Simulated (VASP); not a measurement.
Input of a VASP 6.6.1 run:

File INCAR:

```
PREC = Accurate
ENCUT = 520
EDIFF = 1E-6
ISMEAR = 0
SIGMA = 0.1
LREAL = F
LASPH = T
NELM = 100
ALGO = Normal
ISIF = 2
LWAVE = F
LCHARG = F
GGA = PS
NBANDS = 21
```

File KPOINTS:

```
regular mesh
0
Gamma
  16 16 16
```

POSCAR

```
Ge
1.0
   -2.3106274915      2.7133968582      1.3527562753
    2.3106274915     -2.7133968582      1.3527562753
    2.3106274915      2.7133968582     -1.3527562753
Ge
2
Direct
    0.2068205967      0.9568205967      0.2500000000
    0.7931794033      0.0431794033      0.7500000000
```

Potentials or basis: VASP PAW PBE potentials, release 64 (Ge_d).

Launch:

```sh
$ cat potpaw_PBE.64/Ge_d/POTCAR > POTCAR
$ mpirun -np 1 vasp_std > vasp.out
```

(1) Predict the pressure.

(2) Estimate the largest force.

(3) What does it give for the band gap on the k mesh?

Answers

(1) 8.9 GPa.

(2) 0.092 eV/Å.

(3) zero (band 14 reaches 10.84 eV, above the bottom of band 15 at 4.25 eV).

Caveat: the cell differs from its parent crystal (strained); the PAW data sets were made with another functional, which shifts forces and pressure a little.
